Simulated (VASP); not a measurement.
# TiTe2 (P-3m1) in VASP: a series of runs, part 2 of 2

VASP 6.6.1. The steps go on from the part before.

## (3) Single point, LDA

This run uses another cell than the first one, of 25.15 Å³/atom, 0.940 times its volume.

The input, INCAR:

```
SYSTEM = TiTe2
PREC = Accurate ; ENCUT = 520
EDIFF = 1E-6 ; ISMEAR = -1
SIGMA = 0.05 ; LREAL = .FALSE.
LASPH = .TRUE. ; NELM = 80
ALGO = Normal ; ISIF = 2
LWAVE = .FALSE. ; LCHARG = .FALSE.
NBANDS = 19
```

The input, KPOINTS:

```
regular mesh
0
G
  8 8 4
  0 0 0
```

The input, POSCAR:

```
TiTe2
1.0
    3.6998967326      0.0000000000      0.0000000000
   -1.8499483663      3.2042045618      0.0000000000
    0.0000000000      0.0000000000      6.3653505344
Te Ti
2 1
Direct
    0.3333333333      0.6666666667      0.7372000000
    0.6666666667      0.3333333333      0.2628000000
    0.0000000000      0.0000000000      0.0000000000
```

Potentials or basis: VASP PAW LDA potentials, release 64 (Te, Ti_sv).

Command:

```bash
cat potpaw_LDA.64/Te/POTCAR potpaw_LDA.64/Ti_sv/POTCAR > POTCAR
mpirun -np 1 vasp_std > vasp.out
```

OUTCAR:

```text
SYSTEM = TiTe2
   PREC = Accurate
   ENCUT = 520
   EDIFF = 1E-6
   ISMEAR = -1
   LREAL = .FALSE.
   LASPH = .TRUE.
   NELM = 80
   ISIF = 2

 ion  position               nearest neighbor table
   1  0.333  0.667  0.737-   3 2.71   3 2.71   3 2.71
   2  0.667  0.333  0.263-   3 2.71   3 2.71   3 2.71
   3  0.000  0.000  0.000-   1 2.71   2 2.71   1 2.71   2 2.71   2 2.71   1 2.71

  LATTYP: Found a hexagonal cell.
 ALAT       =     3.6998967326
 C/A-ratio  =     1.7204130262

  Lattice vectors:
[... 193 lines left out ...]
      5      -5.3672      2.00000
      6      -3.6781      2.00000
[... 505 lines left out ...]
      6      -3.1151      2.00000
[... 11 lines left out ...]
     18      12.7335      0.00000
     19      13.6542      0.00000

 [... further k-points ...]
[... 5 lines left out ...]
  --------------------------------------------------------------------------------------
  -------------------------------------------------------------------------------------
  Total       -0.0881708     -0.0881708      0.2159746      0.0000000      0.0000000      0.0000000
  in kB       -1.8719880     -1.8719880      4.5854416      0.0000000      0.0000000      0.0000000
  external PRESSURE =       0.2804886 kB  Pullay stress =       0.0000000 kB

 VOLUME and BASIS-vectors are now :
 -----------------------------------------------------------------------------
  energy-cutoff  :      520.00
  volume of cell :       75.46
      direct lattice vectors                 reciprocal lattice vectors
     3.699896733  0.000000000  0.000000000     0.270277814  0.156044969  0.000000000
    -1.849948366  3.204204562  0.000000000     0.000000000  0.312089937  0.000000000
     0.000000000  0.000000000  6.365350534     0.000000000  0.000000000  0.157100539

 POSITION                                       TOTAL-FORCE (eV/Angst)
 -----------------------------------------------------------------------------------
     -0.00000      2.13614      4.69254         0.000000      0.000000     -0.252016
      1.84995      1.06807      1.67281         0.000000      0.000000      0.252016
      0.00000      0.00000      0.00000        -0.000000      0.000000      0.000000
 -----------------------------------------------------------------------------------
    total drift:                                0.000000     -0.000000     -0.000000

  FREE ENERGIE OF THE ION-ELECTRON SYSTEM (eV)
  ---------------------------------------------------
  free  energy   TOTEN  =       -18.3428642202 eV

  energy  without entropy=      -18.3312273149  energy(sigma->0) =      -18.33704577
```

OSZICAR:

```text
N       E                     dE             d eps       ncg     rms          rms(c)
DAV:   1     0.176677274280E+03    0.17668E+03   -0.10858E+04  1330   0.118E+03
DAV:   2    -0.421675696342E+01   -0.18089E+03   -0.17619E+03  1413   0.300E+02
DAV:   3    -0.197573160010E+02   -0.15541E+02   -0.15177E+02  2028   0.824E+01
DAV:   4    -0.203016978691E+02   -0.54438E+00   -0.54237E+00  1733   0.142E+01
DAV:   5    -0.203188033702E+02   -0.17106E-01   -0.17098E-01  1901   0.249E+00    0.124E+01
DAV:   6    -0.202178261745E+02    0.10098E+00   -0.31055E+01  1491   0.361E+01    0.124E+01
DAV:   7    -0.185580824150E+02    0.16597E+01   -0.22704E+01  1647   0.291E+01    0.514E+00
DAV:   8    -0.183444943421E+02    0.21359E+00   -0.12477E+00  1599   0.788E+00    0.151E+00
DAV:   9    -0.183518932832E+02   -0.73989E-02   -0.10771E-01  1787   0.197E+00    0.117E+00
DAV:  10    -0.183444872930E+02    0.74060E-02   -0.11387E-01  1602   0.248E+00    0.597E-01
DAV:  11    -0.183430630897E+02    0.14242E-02   -0.17184E-02  1583   0.942E-01    0.274E-01
DAV:  12    -0.183429174017E+02    0.14569E-03   -0.23824E-03  1596   0.332E-01    0.153E-01
DAV:  13    -0.183428651822E+02    0.52219E-04   -0.22283E-04  1610   0.115E-01    0.224E-02
DAV:  14    -0.183428673978E+02   -0.22156E-05   -0.85184E-06  1529   0.235E-02    0.250E-02
DAV:  15    -0.183428646820E+02    0.27158E-05   -0.68262E-06  1403   0.199E-02    0.926E-03
DAV:  16    -0.183428642202E+02    0.46177E-06   -0.23329E-06  1069   0.887E-03
   1 F= -.18342864E+02 E0= -.18337046E+02  d E =-.116369E-01
```

stdout:

```text
POSCAR found type information on POSCAR TeTi
 POSCAR found :  2 types and       3 ions
 scaLAPACK will be used
 LDA part: xc-table for (Slater(with rela. corr.)+CA(PZ))
 , standard interpolation
 POSCAR, INCAR and KPOINTS ok, starting setup
 FFT: planning ... GRIDC
 FFT: planning ... GRID_SOFT
 FFT: planning ... GRID
 WAVECAR not read
 entering main loop
```

Run time: 38 s. Hardware: 1 thread of Intel Xeon Platinum 8375C at 2.90GHz (Ice Lake), shared host; peak memory 0.18 GiB.

What came out:

```yaml
Free_energy: -18.3429 eV
Pressure: 0.0 GPa
Largest_force: 0.252 eV/Å
Band_gap_on_the_k_mesh: zero (band 12 reaches 7.79 eV, above the bottom of band 13 at 7.02 eV)
```

Forces on the atoms (eV/Å):
```
Te   0.000  0.000 -0.252
Te   0.000  0.000  0.252
Ti   0.000  0.000  0.000
```

Levels at points of the mesh, in eV from the Fermi level:
```csv
k point,band 9,band 10,band 11,band 12,band 13,band 14,band 15,band 16
"(0.00, 0.00, 0.00)",-1.73,0.31,0.41,0.41,0.76,1.28,1.28,3.36
"(0.50, 0.00, 0.00)",-2.83,-2.52,-1.80,-1.12,0.02,1.25,1.60,2.58
"(0.00, 0.00, 0.50)",-1.66,-1.66,0.40,0.40,0.92,0.92,1.16,3.86
"(0.50, 0.00, 0.50)",-2.52,-2.10,-0.89,-0.53,-0.35,1.24,1.58,2.84
```

Caveat: spin-orbit coupling is left out, which moves the levels of the heavy elements.
